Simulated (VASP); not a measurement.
A run of VASP 6.6.1 is set up as follows.

The input INCAR:

```
PREC = Accurate
ENCUT = 600
EDIFF = 1E-6
ISMEAR = -1
SIGMA = 0.05
LREAL = F
LASPH = T
NELM = 100
ALGO = Normal
ISIF = 3
LWAVE = F
LCHARG = F
GGA = PS
IBRION = 2
NSW = 60
EDIFFG = -0.01
PSTRESS = 300.0
```

Contents of KPOINTS:

```
Automatic mesh
0
Gamma
  11 11 11
```

The input POSCAR:

```
Ta
1.0
   -1.6512800000      1.6512800000      1.6512800000
    1.6512800000     -1.6512800000      1.6512800000
    1.6512800000      1.6512800000     -1.6512800000
Ta
1
Direct
    0.0000000000      0.0000000000      0.0000000000
```

Potentials or basis: VASP PAW PBE potentials, release 64 (Ta_pv).

Launch:

```console
$ cat potpaw_PBE.64/Ta_pv/POTCAR > POTCAR
$ mpirun -np 1 vasp_std > vasp.out
```

Task: Estimate the relaxed cell.

Result: a = 2.738 Å, b = 2.738 Å, c = 2.738 Å, α = 109.47°, β = 109.47°, γ = 109.47°.

Task: Predict the space group after relaxing (to 0.1 Å).

Result: Im-3m (No. 229).

Task: What does it give for the band gap on the k mesh?

Result: Zero (an odd number of electrons rules out a gap without spin polarisation).

Final structure:
```xyz
1
Lattice="-1.5807 1.5807 1.5807 1.5807 -1.5807 1.5807 1.5807 1.5807 -1.5807" Properties=species:S:1:pos:R:3 pbc="T T T"
Ta    0.0000    0.0000    0.0000
```

Caveat: spin-orbit coupling is left out, which moves the levels of the heavy elements.
